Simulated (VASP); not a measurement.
Input of a VASP 6.6.1 run:

Contents of INCAR:

```
PREC     = Accurate       # precision mode
ENCUT    = 600            # plane-wave cutoff, eV
EDIFF    = 1E-6           # SCF threshold, eV
ISMEAR   = -1             # smearing method
SIGMA    = 0.05           # smearing width, eV
LREAL    = F              # projectors in reciprocal space
LASPH    = T              # aspherical terms in the spheres
NELM     = 100            # most SCF steps
ALGO     = Normal         # electronic algorithm
ISIF     = 3              # what is computed and relaxed
LWAVE    = F              # write WAVECAR
LCHARG   = F              # write CHGCAR
GGA      = PS             # functional
IVDW     = 12             # dispersion correction
IBRION   = 2              # ionic algorithm
NSW      = 60             # ionic steps
EDIFFG   = -0.01          # ionic threshold
```

The input KPOINTS:

```
regular mesh
0
Gamma
  11 11 11
```

POSCAR

```
GaN
1.0
    0.0000000000      2.1352350000      2.1352350000
    2.1352350000      0.0000000000      2.1352350000
    2.1352350000      2.1352350000      0.0000000000
Ga N
1 1
Direct
    0.0000000000      0.0000000000      0.0000000000
    0.5000000000      0.5000000000      0.5000000000
```

Potentials or basis: VASP PAW PBE potentials, release 64 (Ga_d, N).

Launch:

```sh
$ cat potpaw_PBE.64/Ga_d/POTCAR potpaw_PBE.64/N/POTCAR > POTCAR
$ mpirun -np 1 vasp_std > vasp.out
```

(1) Estimate the space group after relaxing (to 0.1 Å).

(2) Estimate the dispersion energy per atom.

(3) Predict the band gap on the k mesh.

Answers

(1) Fm-3m (No. 225).

(2) -0.275 eV.

(3) 0.80 eV (least direct gap 3.06 eV).

Caveat: an odd mesh through Γ misses points on the zone boundary, where band edges can lie.
